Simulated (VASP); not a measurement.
# Br (R-3m) in VASP: relaxation of cell and atoms with PBE

Aim: the relaxation of cell and atoms of Br with PBE.

Everything below comes from runs of VASP 6.6.1. Logs are shortened: lines on timing, memory, paths and dates and some standing lists are left out, and cuts for length are marked.

## Step 1: The cell of the first run

It takes space group R-3m (No. 166, trigonal). The conventional cell has a = 4.266 Å, b = 4.266 Å, c = 11.305 Å, α = 90.00°, β = 90.00°, γ = 120.00°. Within 3.8 Å of Br (site symmetry 3m) lie 6 Br at 2.87 to 3.36 Å.

## Step 2: Relaxation of cell and atoms, PBE

The input, INCAR:

```
  PREC = Accurate
  ENCUT = 600
  EDIFF = 1E-6
  ISMEAR = -1
  SIGMA = 0.05
  LREAL = False
  LASPH = True
  NELM = 100
  ALGO = Normal
  ISIF = 3
  LWAVE = False
  LCHARG = False
  GGA = PE
  IBRION = 2
  NSW = 60
  EDIFFG = -0.005
```

The input, KPOINTS:

```
Automatic mesh
0
Gamma
  12 12 12
```

The input, POSCAR:

```
Br
1.0
    2.1331123773     -1.2315530053      3.7684985332
    0.0000000000      2.4631060105      3.7684985332
   -2.1331123773     -1.2315530053      3.7684985332
Br
2
Direct
    0.2320000000      0.2320000000      0.2320000000
   -0.2320000000     -0.2320000000     -0.2320000000
```

Potentials or basis: VASP PAW PBE potentials, release 64 (Br).

Command:

```bash
> cat potpaw_PBE.64/Br/POTCAR > POTCAR
> mpirun -np 1 vasp_std > vasp.out
```

OUTCAR:

```text
PREC = Accurate
   ENCUT = 600
   EDIFF = 1E-6
   ISMEAR = -1
   LREAL = False
   LASPH = True
   NELM = 100
   ISIF = 3
   GGA = PE
   IBRION = 2
   NSW = 60
   EDIFFG = -0.005

 ion  position               nearest neighbor table
   1  0.232  0.232  0.232-
   2  0.768  0.768  0.768-

  LATTYP: Found a trigonal (rhomboedric) cell.
 ALAT       =     4.5020520225
 COS(alpha) =     0.5510102270

  Lattice vectors:

 A1 = (   2.1331123773,  -1.2315530053,   3.7684985332)
 A2 = (   0.0000000000,   2.4631060105,   3.7684985332)
 A3 = (  -2.1331123773,  -1.2315530053,   3.7684985332)

Analysis of symmetry for initial positions (statically):
=====================================================================
 Subroutine PRICEL returns:
 Original cell was already a primitive cell.

 Routine SETGRP: Setting up the symmetry group for a
 trigonal (rhombohedral) supercell.

 Subroutine GETGRP returns: Found 12 space group operations
 (whereof 12 operations were pure point group operations)
 out of a pool of 12 trial point group operations.

The static configuration has the point symmetry D_3d.

Analysis of symmetry for dynamics (positions and initial velocities):
=====================================================================
 Subroutine PRICEL returns:
 Original cell was already a primitive cell.

 Routine SETGRP: Setting up the symmetry group for a
 trigonal (rhombohedral) supercell.

 Subroutine GETGRP returns: Found 12 space group operations
 (whereof 12 operations were pure point group operations)
 out of a pool of 12 trial point group operations.

The dynamic configuration has the point symmetry D_3d.

 Subroutine INISYM returns: Found 12 space group operations
 (whereof 12 operations are pure point group operations),
 and found     1 'primitive' translations

----------------------------------------------------------------------------------------

                                     Primitive cell

  volume of cell :      59.4000

  direct lattice vectors                    reciprocal lattice vectors
     2.133112377 -1.231553005  3.768498533     0.234399277 -0.135330486  0.088452558
     0.000000000  2.463106011  3.768498533     0.000000000  0.270660972  0.088452558
    -2.133112377 -1.231553005  3.768498533    -0.234399277 -0.135330486  0.088452558

  length of vectors
     4.502052023  4.502052023  4.502052023     0.284747637  0.284747637  0.284747637

  position of ions in fractional coordinates (direct lattice)
     0.232000000  0.232000000  0.232000000
     0.768000000  0.768000000  0.768000000

  ion indices of the primitive-cell ions
   primitive index   ion index
                 1           1
                 2           2

----------------------------------------------------------------------------------------

 KPOINTS: Automatic mesh

Automatic generation of k-mesh.
 Grid dimensions read from file:
 generate k-points for:   12   12   12

 Generating k-lattice:

  Cartesian coordinates                     Fractional coordinates (reciprocal lattice)
     0.019533273 -0.011277540  0.007371046     0.083333333  0.000000000  0.000000000
     0.000000000  0.022555081  0.007371046     0.000000000  0.083333333  0.000000000
    -0.019533273 -0.011277540  0.007371046     0.000000000  0.000000000  0.083333333

  Length of vectors
     0.023728970  0.023728970  0.023728970

  Shift w.r.t. Gamma in fractional coordinates (k-lattice)
     0.000000000  0.000000000  0.000000000

 Subroutine IBZKPT returns following result:
 ===========================================

 Found    189 irreducible k-points:

 Following reciprocal coordinates:
            Coordinates               Weight
  0.000000  0.000000  0.000000      1.000000
  0.083333  0.000000  0.000000      6.000000
  0.166667  0.000000 -0.000000      6.000000
  0.250000 -0.000000  0.000000      6.000000
  0.333333 -0.000000  0.000000      6.000000
  0.416667  0.000000  0.000000      6.000000
[... 16 lines left out ...]
  0.500000  0.166667  0.000000     12.000000
 -0.416667  0.166667 -0.000000     12.000000
 [... further k-points ...]
   k-points           NKPTS =    189   k-points in BZ     NKDIM =    189   number of bands    NBANDS=     11
   number of dos      NEDOS =    301   number of ions     NIONS =      2
   total plane-waves  NPLWV =  46656
   dimension x,y,z NGX =    36 NGY =   36 NGZ =   36
   dimension x,y,z NGXF=    72 NGYF=   72 NGZF=   72
   ions per type =               2
   NGX,Y,Z   is equivalent  to a cutoff of  13.29, 13.29, 13.29 a.u.
   NGXF,Y,Z  is equivalent  to a cutoff of  26.59, 26.59, 26.59 a.u.
 SYSTEM =  unknown system
   PREC   = accura    normal or accurate (medium, high low for compatibility)
   ISTART =      0    job   : 0-new  1-cont  2-samecut
   ICHARG =      2    charge: 1-file 2-atom 10-const
   ISPIN  =      1    spin polarized calculation?
   LNONCOLLINEAR =      F non collinear calculations
   LSORBIT =      F    spin-orbit coupling
   LASPH  =      T    aspherical Exc in radial PAW
   ENCUT  =  600.0 eV  44.10 Ry    6.64 a.u.   8.99  8.99  8.99*2*pi/ulx,y,z
   NELM   =    100;   NELMIN=  2; NELMDL= -5     # of ELM steps
   EDIFF  = 0.1E-05   stopping-criterion for ELM
   LREAL  =      F    real-space projection
   EDIFFG = -.5E-02   stopping-criterion for IOM
   NSW    =     60    number of steps for IOM
   IBRION =      2    ionic relax: 0-MD 1-quasi-New 2-CG
   NFREE  =      1    steps in history (QN), initial steepest desc. (CG)
   ISIF   =      3    stress and relaxation
   ISYM   =      2    0-nonsym 1-usesym 2-fastsym
   POTIM  = 0.5000    time-step for ionic-motion
   TEBEG  =    0.0;   TEEND  =   0.0 temperature during run
   PSTRESS=    0.0 pullay stress
   NELECT =      14.0000    total number of electrons
   NUPDOWN=      -1.0000    fix difference up-down
   EMIN   =  10.00;   EMAX   =-10.00  energy-range for DOS
   EFERMI =   0.00;   METHOD = LEGACY
   ISMEAR =    -1;   SIGMA  =   0.05  broadening in eV -4-tet -1-fermi 0-gaus
   EFERMI_NEDOS =   21; number of points for ismear=-14 and -15
   IALGO  =     38    algorithm
   IMIX   =      4    mixing-type and parameters
     AMIX     =   0.40;   BMIX     =  1.00
     AMIX_MAG =   1.60;   BMIX_MAG =  1.00
  volume/ion in A,a.u.               =      29.70       200.43
  Fermi-wavevector in a.u.,A,eV,Ry     =   1.011243  1.910971 13.913476  1.022612
  Thomas-Fermi vector in A             =   2.144280
   LORBIT       =      0    0 simple, 1 ext, 2 COOP (PROOUT), +10 PAW based schemes
   GGA     = PE    functional components
   LHFCALC =     F    Hartree Fock is set to
   AEXX    =    0.0000 exact exchange contribution
   IVDW    =     0    specifies the selected vdW correction
   LEPSILON=     F    determine dielectric tensor
   LRPA    =     F    only Hartree local field effects (RPA)
 conjugate gradient relaxation of ions
 non-spin polarized calculation
  energy-cutoff  :      600.00
  volume of cell :       59.40
 maximum number of plane-waves:      2014
   NGX = 17   NGY = 17   NGZ = 17

--------------------------------------- Ionic step        1  -------------------------------------------

 number of electron      13.9999998 magnetization

 Free energy of the ion-electron system (eV)
  ---------------------------------------------------
  ext. energy  EPLUGINS =         0.00000000
  ---------------------------------------------------
  free energy    TOTEN  =        -2.14820490 eV

  energy without entropy =       -2.12528316  energy(sigma->0) =       -2.13674403

------------------------ aborting loop because EDIFF is reached ----------------------------------------

  FORCE on cell =-STRESS in cart. coord.  units (eV):
  Direction    XX          YY          ZZ          XY          YZ          ZX
  --------------------------------------------------------------------------------------
  -------------------------------------------------------------------------------------
  Total        1.3996538      1.3996538     -0.1296254     -0.0000000      0.0000000      0.0000000
  in kB       37.7524171     37.7524171     -3.4963458     -0.0000000      0.0000000      0.0000000
  external PRESSURE =      24.0028294 kB  Pullay stress =       0.0000000 kB
[... 57 lines left out ...]
  energy  without entropy=       -2.2645692139  energy(sigma->0) =       -2.27755226

--------------------------------------- Ionic step        3  -------------------------------------------

 number of electron      13.9999998 magnetization

 E-fermi :  -0.0528     XC(G=0):  -8.0409

 val. band max:       -0.0552374333   @ k =  -0.2500  -0.2500   0.1667
 cond. band min:      -0.0525675985   @ k =  -0.1667   0.5000   0.0833
 fundamental gap:      0.0026698348
 Fermi energy:        -0.0528370720

 k-point     1 :       0.0000    0.0000    0.0000
  band No.  band energies     occupation
      1     -15.0232      2.00000
      2     -13.0803      2.00000
      3      -2.5677      2.00000
      4      -2.5677      2.00000
      5      -2.5118      2.00000
      6      -0.2254      1.93855
      7      -0.1710      1.82808
      8      -0.1710      1.82808
      9       6.2053      0.00000
     10       8.0221      0.00000
     11       8.0373      0.00000
[... 351 lines left out ...]
  FREE ENERGIE OF THE ION-ELECTRON SYSTEM (eV)
  ---------------------------------------------------
  free  energy   TOTEN  =        -2.3201664742 eV

  energy  without entropy=       -2.2916603220  energy(sigma->0) =       -2.30591340

[... ionic steps 4 to 9 ...]

--------------------------------------- Ionic step       10  -------------------------------------------

 number of electron      14.0000000 magnetization

------------------------ aborting loop because EDIFF is reached ----------------------------------------

  FORCE on cell =-STRESS in cart. coord.  units (eV):
  Direction    XX          YY          ZZ          XY          YZ          ZX
  --------------------------------------------------------------------------------------
  -------------------------------------------------------------------------------------
  Total       -0.0206131     -0.0206131      0.0112418      0.0000000     -0.0000000     -0.0000000
  in kB       -0.5539184     -0.5539184      0.3020908      0.0000000     -0.0000000     -0.0000000
  external PRESSURE =      -0.2685820 kB  Pullay stress =       0.0000000 kB
[... 57 lines left out ...]
  energy  without entropy=       -2.4003489724  energy(sigma->0) =       -2.41153873

--------------------------------------- Ionic step       12  -------------------------------------------

 number of electron      14.0000000 magnetization

 Free energy of the ion-electron system (eV)
  ---------------------------------------------------
  ext. energy  EPLUGINS =         0.00000000
  ---------------------------------------------------
  free energy    TOTEN  =        -2.42282154 eV

  energy without entropy =       -2.40045167  energy(sigma->0) =       -2.41163660

 E-fermi :   1.0591     XC(G=0):  -8.5596

 val. band max:        1.0375895521   @ k =   0.2500   0.1667   0.0000
 cond. band min:       1.0668820874   @ k =   0.1667   0.1667   0.0000
 fundamental gap:      0.0292925353
 Fermi energy:         1.0591031975

 k-point     1 :       0.0000    0.0000    0.0000
  band No.  band energies     occupation
      1     -14.5377      2.00000
      2     -12.0226      2.00000
      3      -1.8874      2.00000
      4      -1.8841      2.00000
      5      -1.8841      2.00000
      6       0.9220      1.87890
      7       0.9220      1.87890
      8       0.9236      1.87515
      9       7.5088      0.00000
     10       8.6907      0.00000
     11       8.6907      0.00000
[... 351 lines left out ...]
  FREE ENERGIE OF THE ION-ELECTRON SYSTEM (eV)
  ---------------------------------------------------
  free  energy   TOTEN  =        -2.4228215415 eV

  energy  without entropy=       -2.4004516666  energy(sigma->0) =       -2.41163660

 reached required accuracy - stopping structural energy minimisation
```

It took 9.8 min on 1 thread of Intel Xeon Platinum 8375C at 2.90GHz (Ice Lake), shared host; peak memory 0.31 GiB.

What came out:

* Free energy: -2.4228 eV
* Relaxed volume: 29.80 Å³/atom
* Relaxed cell: a = 4.385 Å, b = 4.385 Å, c = 4.385 Å, α = 59.98°, β = 59.98°, γ = 59.98°
* Space group after relaxing (to 0.1 Å): Pm-3m (No. 221)
* Energy gained by relaxing: 137.3 meV/atom
* Ionic steps: 12
* Pressure after relaxing: 0.0 GPa
* Largest force after relaxing: 0.004 eV/Å
* Band gap on the k mesh: zero (bands 7 and 8 overlap by 2.77 eV)

Forces on the atoms (eV/Å):
```
Br   0.000  0.000  0.004
Br   0.000  0.000 -0.004
```

The path:
| step | energy change (eV) | largest force (eV/Å) | pressure (GPa) | volume (Å³) |
| --- | --- | --- | --- | --- |
| 1 | 0.0000 | 1.1140 | 2.40 | 59.40 |
| 2 | -0.1423 | 0.6751 | -0.47 | 63.28 |
| 3 | -0.1720 | 0.3624 | -2.09 | 66.93 |
| 4 | -0.2368 | 0.2440 | -1.56 | 63.86 |
| 5 | -0.2723 | 0.0173 | -0.25 | 60.03 |
| 6 | -0.2723 | 0.0287 | -0.20 | 59.89 |
| 7 | -0.2731 | 0.0061 | -0.01 | 59.53 |
| 8 | -0.2732 | 0.0124 | 0.13 | 59.26 |
| 9 | -0.2737 | 0.0237 | 0.08 | 59.38 |
| 10 | -0.2741 | 0.0493 | -0.03 | 59.62 |
| 11 | -0.2745 | 0.0221 | -0.02 | 59.61 |
| 12 | -0.2746 | 0.0039 | -0.02 | 59.60 |

Final structure:
```
Br
1.0
     2.19185   -1.26547    3.58119
     0.00000    2.53093    3.58119
    -2.19185   -1.26547    3.58119
Br
2
Cartesian
  0.0000 0.0000 2.6853
  0.0000 0.0000 8.0583
```
